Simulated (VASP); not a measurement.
The system is Sb.

```xyz
2
Lattice="2.0310 1.1726 4.8633 -2.0310 1.1726 4.8633 0.0000 -2.3452 4.8633" Properties=species:S:1:pos:R:3 pbc="T T T"
Sb    0.0000    0.0000    0.8418
Sb    0.0000    0.0000   13.7480
```

- Program: VASP 6.6.1
- Task: relaxation of cell and atoms
- Functional: PBE
- Potentials or basis: VASP PAW PBE potentials, release 64 (Sb_d_GW)
- Cutoff: 500 eV
- k mesh: 6 × 6 × 6
- Occupations: gaussian, width 0.1 eV
- Spin: no spin polarisation

At the start: pressure 98.7 GPa; volume 34.75 Å³/atom.

**Question.** How do energy, volume and symmetry change on relaxing?

**Answer.** Over 48 steps the energy falls by 10622.1 meV/atom and the volume is 32.24 Å³/atom (-7.2 %); space group R-3m (No. 166, to 0.05 Å).

The path:
```
step  energy change (eV)  largest force (eV/Å)  pressure (GPa)  volume (Å³)
   1              0.0000               75.7236           98.72        69.49
   3             -7.8136                0.6057          -30.63       159.14
   5            -16.7426                0.1603          -12.03       122.89
   7            -20.7025                1.8310           -3.95        82.70
   9            -21.0483                0.1152            0.98        77.24
  11            -21.0489                0.0821            1.43        76.82
  13            -21.0709                0.1963           -0.38        80.22
  15            -21.0771                0.1002           -0.12        80.16
  17            -21.0828                0.1053           -0.08        78.90
  19            -21.1249                0.1803            0.12        73.12
  21            -20.4142                0.6691           19.35        47.80
  23            -20.9687                0.9704            9.19        55.42
  25            -21.0995                1.1700            5.94        59.78
  27            -21.1047                1.1868            5.72        60.20
  29            -21.1052                1.1798            5.74        60.12
  31            -21.1066                1.1336            5.79        59.82
  33            -21.1069                1.0984            5.87        59.53
  35            -21.1104                1.0822            5.76        59.61
  37            -21.1258                1.0238            5.30        59.97
  39            -21.1760                0.7998            3.55        61.40
  41            -21.2209                0.0286           -1.82        67.34
  43            -21.2313                0.2514           -0.37        65.41
  45            -21.2365                0.1944           -0.31        65.20
  47            -21.2432                0.0675            0.04        64.21
  48            -21.2442                0.0072           -0.07        64.48
```

Final structure:
```
Sb
1.0
     2.18670    1.26249    3.89276
    -2.18670    1.26249    3.89276
     0.00000   -2.52498    3.89276
Sb
2
Direct
  0.23111 0.23111 0.23111
  0.76889 0.76889 0.76889
```
